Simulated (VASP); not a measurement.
Write the native input for VASP 6.6.1 that does the following.

* Task: single point
* Functional: PBE
* Potentials or basis: VASP PAW PBE potentials, release 64 (Sn_d, O)
* Cutoff: 520 eV
* k mesh: 8 × 8 × 8
* Occupations: fermi-dirac, width 0.02 eV
* Spin: no spin polarisation
* Dipole correction: no
* Further INCAR settings: ALGO = Normal; EDIFF = 1e-06; NBANDS = 17

The structure of SnO lies in POSCAR:

```
SnO
1.0
    0.0000000000      2.7583166899      2.7583166899
    2.7583166899      0.0000000000      2.7583166899
    2.7583166899      2.7583166899      0.0000000000
Sn O
1 1
Direct
    0.0000000000      0.0000000000      0.0000000000
    0.2500000000      0.2500000000      0.2500000000
```

This cell differs from its parent crystal: strain +1.9%.

These files were run (other wordings do the same):

INCAR

```
SYSTEM = SnO
PREC = Accurate ; ENCUT = 520
EDIFF = 1E-6 ; ISMEAR = -1
SIGMA = 0.02 ; LREAL = .False.
LASPH = .True. ; NELM = 100
ALGO = Normal ; ISIF = 2
LWAVE = .False. ; LCHARG = .False.
GGA = PE ; NBANDS = 17
```

KPOINTS

```
Automatic mesh
0
Gamma
  8 8 8
  0 0 0
```

Potentials or basis: VASP PAW PBE potentials, release 64 (Sn_d, O).

Run with:

```sh
$ cat potpaw_PBE.64/Sn_d/POTCAR potpaw_PBE.64/O/POTCAR > POTCAR
$ mpirun -np 1 vasp_std > vasp.out
```

It gave:

| Property | Result |
| --- | --- |
| Pressure | -1.0 GPa |
| Band gap on the k mesh | zero (band 10 reaches 5.46 eV, above the bottom of band 11 at 5.26 eV) |

Caveat: the cell differs from its parent crystal (strain +1.9%); spin-orbit coupling is left out, which moves the levels of the heavy elements.

Run time: 15 s on 1 thread of Intel(R) Xeon(R) Platinum 8488C (Sapphire Rapids) (shared host), peak memory 0.17 GiB.
